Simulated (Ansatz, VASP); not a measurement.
Two plane-wave programs on BaZn2B2

```
B Zn Ba
1.0
     4.14936    0.00000    0.00000
     0.00000    4.14936    0.00000
     0.00000    0.00000   10.02393
B Zn Ba
4 4 2
Direct
  0.00000 0.50000 0.86600
  0.50000 0.00000 0.13400
  0.00000 0.00000 0.50000
  0.50000 0.50000 0.50000
  0.00000 0.50000 0.61400
  0.50000 0.00000 0.38600
  0.00000 0.00000 0.00000
  0.50000 0.50000 0.00000
  0.00000 0.50000 0.24800
  0.50000 0.00000 0.75200
```

Alike in both runs: task single point; functional PBE; k mesh 6 × 6 × 3; no spin polarisation.

|  | VASP | Ansatz |
| --- | --- | --- |
| version | VASP 6.6.1 | Ansatz 0.2.0 |
| potentials or method | VASP PAW PBE potentials, release 64 (B, Zn, Ba_sv), cutoff 520 eV | PAW plane waves |
| occupations | methfessel-paxton of order 1, width 0.2569 eV | cold, width 0.2569 eV |
| valence electrons in the cell | 80 | 80 |

Ansatz gave:

- gap on the k mesh at the Fermi level (eV): none
- pressure (GPa): -3.4
- rms of the force components (eV/Å): 0.299

Q: Which values does VASP return?

A: gap on the k mesh at the Fermi level (eV): none; pressure (GPa): -2.6; rms of the force components (eV/Å): 0.302.

A gap of «none» marks a metal or a gap that the smearing closes.

Spin-orbit coupling is off throughout.
